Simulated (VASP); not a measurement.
Zr:

```
Zr
1.0
     3.23923    0.00000    0.00000
    -1.61962    2.80526    0.00000
     0.00000    0.00000    5.17222
Zr
2
Cartesian
  0.0000 1.8702 1.2931
  1.6196 0.9351 3.8792
```

```yaml
Program: VASP 6.6.1
Task: relaxation of cell and atoms
Functional: PBEsol
Potentials_or_basis: VASP PAW PBE potentials, release 64 (Zr_sv)
Cutoff: 600 eV
k_mesh: 15 × 15 × 8
Occupations: gaussian, width 0.1 eV
Spin: no spin polarisation
```

At the start: pressure -4.1 GPa; volume 23.50 Å³/atom.

Q: How do energy, volume and symmetry change on relaxing?

A: Over 10 steps the energy falls by 13.5 meV/atom and the volume is 22.48 Å³/atom (-4.3 %); space group P6_3/mmc (No. 194, to 0.1 Å) before and after.

Step by step:
```
step  energy change (eV)  largest force (eV/Å)  pressure (GPa)  volume (Å³)
   1              0.0000                0.0000           -4.09        47.00
   2              0.0008                0.0000            4.70        43.04
   3             -0.0267                0.0000           -0.05        44.99
   4             -0.0267                0.0000            0.10        44.95
   5             -0.0270                0.0000            0.06        44.93
   6             -0.0270                0.0000            0.06        44.92
   7             -0.0270                0.0000            0.07        44.93
   8             -0.0270                0.0000           -0.10        44.99
   9             -0.0270                0.0000            0.03        44.96
  10             -0.0270                0.0000           -0.01        44.96
```

Final structure:
```
CELL_PARAMETERS angstrom
3.18490 0.00000 0.00000
-1.59245 2.75821 0.00000
0.00000 0.00000 5.11828
ATOMIC_POSITIONS crystal
Zr 0.33333 0.66667 0.25000
Zr 0.66667 0.33333 0.75000
```

Caveat: the PAW data sets were made with another functional, which shifts forces and pressure a little.
